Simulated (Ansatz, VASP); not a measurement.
Two plane-wave programs on ZnSe

The input POSCAR:

```
ZnSe
1.0
    0.0000000000      2.8324206823      2.8324206823
    2.8324206823      0.0000000000      2.8324206823
    2.8324206823      2.8324206823      0.0000000000
Zn Se
1 1
Direct
    0.0000000000      0.0000000000      0.0000000000
    0.2500000000      0.2500000000      0.2500000000
```

File INCAR.step1:

```
PREC = Accurate
ENCUT = 520
EDIFF = 1E-5
ISMEAR = 0
SIGMA = 0.01
LREAL = False
LASPH = True
NELM = 100
ALGO = Normal
ISIF = 2
LWAVE = True
LCHARG = False
GGA = PE
NBANDS = 16
```

The input INCAR.step2:

```
PREC = Accurate
ENCUT = 520
EDIFF = 1E-6
ISMEAR = 0
SIGMA = 0.01
LREAL = False
LASPH = True
NELM = 100
ALGO = Normal
ISIF = 2
LWAVE = False
LCHARG = False
GGA = PE
LHFCALC = True
HFSCREEN = 0.2079
PRECFOCK = Normal
ISTART = 1
NBANDS = 16
```

Contents of KPOINTS:

```
Automatic mesh
0
Gamma
  6 6 6
```

Input for Ansatz:

```yaml
crystal:
  lattice:
    - [0.0, 2.8324206823, 2.8324206823]
    - [2.8324206823, 0.0, 2.8324206823]
    - [2.8324206823, 2.8324206823, 0.0]
  atoms:
    - { symbol: Zn, position: [0.0, 0.0, 0.0] }
    - { symbol: Se, position: [0.25, 0.25, 0.25] }
kpoints:
  mp_grid: { grid: [6, 6, 6] }
  band_path:
    path:
      - [0.0, 0.0, 0.0]
      - [-0.5, -0.5, 0.0]
      - [-0.375, -0.375, 0.25]
      - [-0.375, 0.0, 0.375]
      - [0.0, 0.0, 0.5]
      - [-0.5, -0.25, 0.25]
    npoints: 1
hamiltonian:
  xc: hse06
scf:
  occupations: { method: fixed }
  n_extra_bands: 4
output:
  forces: true
  stress: true
  eigenvalues: true
```

Alike in both runs: task single point; functional HSE06; k mesh 6 × 6 × 6; no spin polarisation.

|  | VASP | Ansatz |
| --- | --- | --- |
| version | VASP 6.6.1 | Ansatz 0.2.0 |
| potentials or method | VASP PAW PBE potentials, release 64 (Zn, Se) | plane waves, PAW |
| plane-wave cutoff (eV) | 520 | 420 |
| occupations | gaussian, width 0.01 eV | fixed |
| valence electrons in the cell | 18 | 28 |

Ansatz gave:

| Property | Result |
| --- | --- |
| gap on the k mesh at the Fermi level (eV) | 2.42 |
| pressure (GPa) | 1.2 |

Problem. Estimate VASP's values.

Solution. gap on the k mesh at the Fermi level (eV): 2.41; pressure (GPa): 1.2.

VASP's potentials hold 18 valence electrons a cell and Ansatz's 28, so a difference there can come from the potentials and not from the codes. Ansatz's warnings: stress exchange threshold loose, stress scf threshold loose.
